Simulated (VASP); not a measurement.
Set up this calculation in VASP 6.6.1, as the native input.

```yaml
Task: single point
Functional: PBE
Potentials_or_basis: VASP PAW PBE potentials, release 64 (B, N)
Cutoff: 520 eV
k_mesh: 12 × 12 × 12
Occupations: gaussian, width 0.1 eV
Spin: no spin polarisation
Dipole_correction: no
Further_INCAR_settings: ALGO = Normal; EDIFF = 1e-06; NBANDS = 18
```

The structure of B3N2 lies in POSCAR:

```
B3N2
1.0
    1.2349019568      0.7129709772      5.3931725754
   -1.2349019568      0.7129709772      5.3931725754
    0.0000000000     -1.4259419544      5.3931725754
B N
3 2
Direct
    0.0000000000      0.0000000000      0.0000000000
    0.2098327296      0.2098327296      0.2098327296
    0.7901672704      0.7901672704      0.7901672704
    0.3974272473      0.3974272473      0.3974272473
    0.6025727527      0.6025727527      0.6025727527
```

These files were run (other wordings do the same):

INCAR

```
  PREC = Accurate
  ENCUT = 520
  EDIFF = 1E-6
  ISMEAR = 0
  SIGMA = 0.1
  LREAL = False
  LASPH = True
  NELM = 80
  ALGO = Normal
  ISIF = 2
  LWAVE = False
  LCHARG = False
  GGA = PE
  NBANDS = 18
```

KPOINTS

```
regular mesh
0
Gamma
  12 12 12
```

Potentials or basis: VASP PAW PBE potentials, release 64 (B, N).

Command:

```bash
$ cat potpaw_PBE.64/B/POTCAR potpaw_PBE.64/N/POTCAR > POTCAR
$ mpirun -np 1 vasp_std > vasp.out
```

It gave:

```yaml
Pressure: -0.1 GPa
Largest_force: 0.031 eV/Å
```

Wall time 2.1 min on 1 thread of Intel(R) Xeon(R) 6975P-C (Granite Rapids), with other jobs on the host, peak memory 0.28 GiB.
